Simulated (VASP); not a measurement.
Here is a VASP 6.6.1 calculation.

The input INCAR:

```
SYSTEM = Ga2Sb2CO
PREC = Accurate ; ENCUT = 520
EDIFF = 1E-6 ; ISMEAR = 0
SIGMA = 0.1 ; LREAL = .False.
LASPH = .True. ; NELM = 60
ALGO = Normal ; ISIF = 2
LWAVE = .False. ; LCHARG = .True.
LDIPOL = .True. ; IDIPOL = 3
DIPOL = 0.5 0.5 0.353 ; GGA = PE
IVDW = 12 ; LELF = .True.
LVHAR = .True. ; LVACPOTAV = .True.
NBANDS = 32
```

File KPOINTS:

```
Automatic mesh
0
Gamma
  6 6 1
  0 0 0
```

The input POSCAR:

```
Ga2Sb2CO
1.0
    4.3343814621      0.0000000000      0.0000000000
   -2.1671907311      3.7536844559      0.0000000000
    0.0000000000      0.0000000000     23.3197422777
Sb Ga O C
2 2 1 1
Direct
    0.0000000000      0.0000000000      0.1715284823
    0.3333333333      0.6666666667      0.3301590654
    0.3333333333      0.6666666667      0.2094685204
    0.6666666667      0.3333333333      0.3632005095
    0.7777777778      0.5555555556      0.4961350833
    0.7777777778      0.5555555556      0.5454495220
```

Potentials or basis: VASP PAW PBE potentials, release 64 (Sb, Ga_d, O, C).

Launch:

```sh
$ cat potpaw_PBE.64/Sb/POTCAR potpaw_PBE.64/Ga_d/POTCAR potpaw_PBE.64/O/POTCAR potpaw_PBE.64/C/POTCAR > POTCAR
$ mpirun -np 1 vasp_std > vasp.out
```

(1) What does it give for the band gap on the k mesh?

(2) What does it give for the largest force?

(3) What does it give for the dispersion energy per atom?

## Answers

(1) 0.06 eV (least direct gap 0.10 eV).

(2) 0.706 eV/Å.

(3) -0.167 eV.

Caveat: spin-orbit coupling is left out, which moves the levels of the heavy elements.
